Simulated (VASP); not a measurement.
Slab: P, a slab with vacuum.

```xyz
2
Lattice="3.2541 0.0000 0.0000 -1.6270 2.8181 0.0000 0.0000 0.0000 28.0000" Properties=species:S:1:pos:R:3 pbc="T T T"
P     0.0000    1.8787   14.6226
P     1.6270    0.9394   13.3774
```

Base run:

* Program: VASP 6.6.1
* Functional: PBE
* Dispersion: D3(BJ)
* Potentials or basis: VASP PAW PBE potentials, release 64 (P)
* Cutoff: 520 eV
* k mesh: 9 × 9 × 1
* Occupations: gaussian, width 0.02 eV
* Spin: no spin polarisation

Its results: band gap on the k mesh 2.00 eV, indirect (least direct gap 2.27 eV); largest force 0.091 eV/Å.

Question: The run is repeated on the same cell with these changes: functional from PBE to r2SCAN; dispersion from D3(BJ) to none. What comes out?

Answer: Band gap on the k mesh 2.32 eV, indirect (least direct gap 2.56 eV); largest force 0.456 eV/Å.

Several settings changed at once, so the effect can't be laid on one alone.

Caveats: the PAW data sets were made with another functional, which shifts forces and pressure a little (some runs).

A k mesh can miss the band edges.
